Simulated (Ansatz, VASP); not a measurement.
BeV2 in VASP and in Ansatz

INCAR

```
SYSTEM = BeV2
  PREC = Accurate
  ENCUT = 520
  EDIFF = 1E-7
  ISMEAR = 0
  SIGMA = 0.1
  LREAL = .False.
  LASPH = .True.
  NELM = 150
  ALGO = Fast
  ISIF = 2
  LWAVE = .False.
  LCHARG = .False.
  ISPIN = 2
  MAGMOM = 0 0 2 2 2 2
  LORBIT = 11
  LMAXMIX = 4
  GGA = PE
  NBANDS = 41
```

Contents of KPOINTS:

```
regular mesh
0
Gamma
  6 6 2
  0 0 0
```

File POSCAR:

```
BeV2
1.0
    2.6504342316      0.0000000000      0.0000000000
   -1.3252171158      2.2953433757      0.0000000000
    0.0000000000      0.0000000000     10.3091022989
Be V
2 4
Direct
    0.3333333333      0.6666666667      0.2500000000
    0.6666666667      0.3333333333      0.7500000000
    0.3333333333      0.6666666667      0.6275000000
    0.6666666667      0.3333333333      0.1275000000
    0.3333333333      0.6666666667      0.8725000000
    0.6666666667      0.3333333333      0.3725000000
```

Input for Ansatz:

```yaml
crystal:
  lattice:
    - [2.6504342316, 0.0, 0.0]
    - [-1.3252171158, 2.2953433757, 0.0]
    - [0.0, 0.0, 10.3091022989]
  atoms:
    - { symbol: Be, position: [0.3333333333, 0.6666666667, 0.25] }
    - { symbol: Be, position: [0.6666666667, 0.3333333333, 0.75] }
    - { symbol: V, position: [0.3333333333, 0.6666666667, 0.6275], spin: 2.0 }
    - { symbol: V, position: [0.6666666667, 0.3333333333, 0.1275], spin: 2.0 }
    - { symbol: V, position: [0.3333333333, 0.6666666667, 0.8725], spin: 2.0 }
    - { symbol: V, position: [0.6666666667, 0.3333333333, 0.3725], spin: 2.0 }
basis:
  ecutwfc: 420
kpoints:
  mp_grid: { grid: [6, 6, 2] }
hamiltonian:
  xc: pbe
scf:
  occupations: { method: gaussian, width: 0.1 }
  lower_state_search: "off"
output:
  forces: true
  stress: true
  eigenvalues: true
  populations: true
magnetization:
  spin_polarized: true
```

Alike in both runs: task single point; functional PBE; k mesh 6 × 6 × 2; occupations gaussian, width 0.1 eV; collinear spin.

|  | VASP | Ansatz |
| --- | --- | --- |
| version | VASP 6.6.1 | Ansatz 0.2.0 |
| potentials or method | VASP PAW PBE potentials, release 64 (Be, V_sv), cutoff 520 eV | scalar-relativistic, plane waves, PAW |
| valence electrons in the cell | 56 | 56 |

VASP gave:

* gap on the k mesh at the Fermi level (eV): none
* rms of the force components (eV/Å): 2.988
* net moment per atom (μB): 0.00

Q: What did Ansatz give for the same quantities?

A: gap on the k mesh at the Fermi level (eV): none; rms of the force components (eV/Å): 2.953; net moment per atom (μB): 0.00.

Atom by atom the forces differ by 0.035 eV/Å (rms over components). A gap of «none» marks a metal or a gap that the smearing closes. Ansatz's warnings: seeded moment not kept.

The k mesh is coarse, so the values compare programs but aren't converged.
